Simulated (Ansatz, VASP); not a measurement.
# One calculation of Lu4SiF, two programs

```
CELL_PARAMETERS angstrom
4.56493 0.00000 0.00000
0.00000 4.56493 0.00000
0.00000 0.00000 6.92060
ATOMIC_POSITIONS crystal
Lu 0.00000 0.50000 0.24869
Lu 0.50000 0.00000 0.24869
Lu 0.00000 0.50000 0.75131
Lu 0.50000 0.00000 0.75131
Si 0.00000 0.00000 0.00000
F 0.00000 0.00000 0.50000
```

Alike in both runs: functional PBE; k mesh 4 × 4 × 2; occupations gaussian, width 0.1 eV; no spin polarisation.

Ansatz relaxed the structure, and its values are those at the end. VASP's run is a single point on that final structure, the one shown.

|  | VASP | Ansatz |
| --- | --- | --- |
| version | VASP 6.6.1 | Ansatz 0.2.0 |
| potentials or method | VASP PAW PBE potentials, release 64 (Lu, Si, F), cutoff 520 eV | scalar-relativistic, plane waves, PAW |
| valence electrons in the cell | 111 | 111 |

|  | VASP | Ansatz | Ansatz less VASP |
| --- | --- | --- | --- |
| gap on the k mesh at the Fermi level (eV) | none | none | - |
| pressure (GPa) | 0.3 | 0.2 | -0.09 |
| rms of the force components (eV/Å) | 0.011 | 0.015 | +0.0042 |

A gap of «none» marks a metal or a gap that the smearing closes.

The k mesh is coarse, so the values compare programs but aren't converged. Spin-orbit coupling is off throughout.
